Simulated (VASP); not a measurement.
A run of VASP 6.6.1:

File INCAR:

```
SYSTEM = SrCl2
  PREC = Accurate
  ENCUT = 520
  EDIFF = 1E-7
  ISMEAR = -1
  SIGMA = 0.05
  LREAL = .FALSE.
  LASPH = .TRUE.
  NELM = 60
  ALGO = Normal
  ISIF = 2
  LWAVE = .FALSE.
  LCHARG = .TRUE.
  GGA = B5
  ALDAX = 1.0
  AGGAX = 1.0
  AGGAC = 1.0
  ALDAC = 0.0
  LELF = .TRUE.
  LVHAR = .TRUE.
  NBANDS = 19
```

KPOINTS

```
regular mesh
0
G
  4 4 4
  0 0 0
```

File POSCAR:

```
SrCl2
1.0
    0.0000000000      3.4883500000      3.4883500000
    3.4883500000      0.0000000000      3.4883500000
    3.4883500000      3.4883500000      0.0000000000
Sr Cl
1 2
Direct
    0.0000000000      0.0000000000      0.0000000000
    0.7500000000      0.7500000000      0.7500000000
    0.2500000000      0.2500000000      0.2500000000
```

Potentials or basis: VASP PAW PBE potentials, release 64 (Sr_sv, Cl).

Run with:

```console
$ cat potpaw_PBE.64/Sr_sv/POTCAR potpaw_PBE.64/Cl/POTCAR > POTCAR
$ mpirun -np 1 vasp_std > vasp.out
```

Hardware: 1 thread of AMD EPYC 9R14 (Zen 4) (shared host).

Task: Estimate the wall time of this run.

Result: It took 30 s on 1 thread of AMD EPYC 9R14 (Zen 4), with other jobs on the host, peak memory 0.19 GiB. Counts: scf iterations 14, k points 8.
